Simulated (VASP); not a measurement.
# BAs: single point with PBEsol+D3(BJ)

The system is BAs.

```
CELL_PARAMETERS angstrom
3.09615 0.00000 0.00000
0.00000 2.53403 0.00000
0.00000 0.00000 3.10983
ATOMIC_POSITIONS crystal
B 0.00000 0.50000 0.00000
As 0.50000 0.50000 0.50000
```

```json
{
  "Program": "VASP 6.6.1",
  "Task": "single point",
  "Functional": "PBEsol",
  "Dispersion": "D3(BJ)",
  "Potentials or basis": "VASP PAW PBE potentials, release 64 (B, As)",
  "Cutoff": "520 eV",
  "k mesh": "12 × 8 × 6",
  "Occupations": "fermi-dirac, width 0.05 eV",
  "Spin": "no spin polarisation"
}
```

```yaml
Pressure: 0.8 GPa
Band_gap_on_the_k_mesh: zero (band 4 reaches 9.75 eV, above the bottom of band 5 at 4.46 eV)
Dispersion_energy_per_atom: -0.307 eV
```

Stress tensor (GPa, compression positive):
```
0.97 0.00 0.00
0.00 0.60 0.00
0.00 0.00 0.96
```

Levels at points of the mesh, in eV from the Fermi level:
```
           k point  band 1  band 2  band 3  band 4  band 5  band 6  band 7  band 8
(0.00, 0.00, 0.00)  -16.43   -3.34   -3.23   -1.40    3.56    4.11    9.39    9.42
(0.50, 0.00, 0.00)  -14.13  -10.86    0.59    0.62    2.47    4.44    6.13    7.46
(0.00, 0.50, 0.00)  -12.51   -8.47   -1.00   -0.90    1.83    3.73    7.77    9.21
(0.50, 0.50, 0.00)  -10.20   -7.44   -5.92   -3.46    2.42    3.53    6.20    8.36
(0.00, 0.00, 0.50)  -14.17  -10.89    0.67    0.68    2.55    4.55    6.11    7.44
(0.50, 0.00, 0.50)  -11.81   -8.15   -8.14   -6.70    6.85    8.75   12.08   12.14
(0.00, 0.50, 0.50)  -10.23   -7.46   -5.95   -3.49    2.48    3.60    6.29    8.48
(0.50, 0.50, 0.50)   -7.29   -5.41   -5.40   -4.50   -2.95   -1.64    3.21    3.23
```

Run time: 34 s on 1 thread of AMD EPYC 7R13, with other jobs on the host, peak memory 0.14 GiB.

Caveat: the PAW data sets were made with another functional, which shifts forces and pressure a little; pairwise dispersion overbinds metals, which lowers pressure and volume.
